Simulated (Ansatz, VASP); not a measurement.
## One calculation of Mg3CO3, two programs

INCAR

```
PREC = Accurate ; ENCUT = 520
EDIFF = 1E-6 ; ISMEAR = 0
SIGMA = 0.05 ; LREAL = False
LASPH = True ; NELM = 150
ALGO = Normal ; ISIF = 2
LWAVE = False ; LCHARG = True
ISPIN = 2 ; MAGMOM = 0 0 0 0 0 0 2
LORBIT = 11 ; LDIPOL = True
IDIPOL = 3 ; DIPOL = 0.5 0.5 0.348
GGA = PE ; LELF = True
LVHAR = True ; LVACPOTAV = True
NBANDS = 27
```

KPOINTS

```
regular mesh
0
Gamma
  9 9 1
```

The input POSCAR:

```
Mg3CO3
1.0
    3.0085896345      0.0000000000      0.0000000000
   -1.5042948172      2.6055150530      0.0000000000
    0.0000000000      0.0000000000     23.0789991983
O Mg C
3 3 1
Direct
    0.3333333333      0.6666666667      0.1733177408
    0.0000000000      0.0000000000      0.2797566348
    0.6666666667      0.3333333333      0.3878522578
    0.6666666667      0.3333333333      0.2265371878
    0.3333333333      0.6666666667      0.3281901435
    0.0000000000      0.0000000000      0.4367173425
    0.2222222222     -0.2222222222      0.6070020228
```

Input for Ansatz:

```yaml
crystal:
  lattice:
    - [3.0085896345, 0.0, 0.0]
    - [-1.5042948172, 2.605515053, 0.0]
    - [0.0, 0.0, 23.0789991983]
  atoms:
    - { symbol: O, position: [0.3333333333, 0.6666666667, 0.1733177408] }
    - { symbol: Mg, position: [0.6666666667, 0.3333333333, 0.2265371878] }
    - { symbol: O, position: [0.0, 0.0, 0.2797566348] }
    - { symbol: Mg, position: [0.3333333333, 0.6666666667, 0.3281901435] }
    - { symbol: O, position: [0.6666666667, 0.3333333333, 0.3878522578] }
    - { symbol: Mg, position: [0.0, 0.0, 0.4367173425] }
    - { symbol: C, position: [0.2222222222, -0.2222222222, 0.6070020228], spin: 2.0 }
basis:
  ecutwfc: 420
kpoints:
  mp_grid: { grid: [9, 9, 1] }
hamiltonian:
  xc: pbe
  pseudopotentials: { kind: paw, azcp: { folder: soft_1 } }
scf:
  occupations: { method: gaussian, width: 0.05 }
output:
  forces: true
  eigenvalues: true
  populations: true
magnetization:
  spin_polarized: true
efield:
  axis: 3
  dipole_correction: true
  ramp_width: 0.04
```

Alike in both runs: task single point; functional PBE; k mesh 9 × 9 × 1; occupations gaussian, width 0.05 eV; collinear spin.

```csv
,VASP,Ansatz
version,VASP 6.6.1,Ansatz 0.2.0
potentials or method,"VASP PAW PBE potentials, release 64 (O, Mg, C), cutoff 520 eV","scalar-relativistic, plane waves, PAW"
valence electrons in the cell,28,52
```

Ansatz gave:

* gap on the k mesh at the Fermi level (eV): none
* rms of the force components (eV/Å): 0.735
* net moment per atom (μB): 0.24
* size of the moment on the site where the two differ most (μB): 0.77
* work function, face that differs most (eV): 9.52

What did VASP give for the same quantities?

gap on the k mesh at the Fermi level (eV): none; rms of the force components (eV/Å): 0.778; net moment per atom (μB): 0.12; size of the moment on the site where the two differ most (μB): 0.00; work function, face that differs most (eV): 10.04.

The net moments are unlike, so the other rows may belong to different states. Site moments also hang on the region over which each program counts them. A gap of «none» marks a metal or a gap that the smearing closes. VASP's potentials hold 28 valence electrons a cell and Ansatz's 52, so a difference there can come from the potentials and not from the codes. Ansatz's warnings: vacuum below fermi.
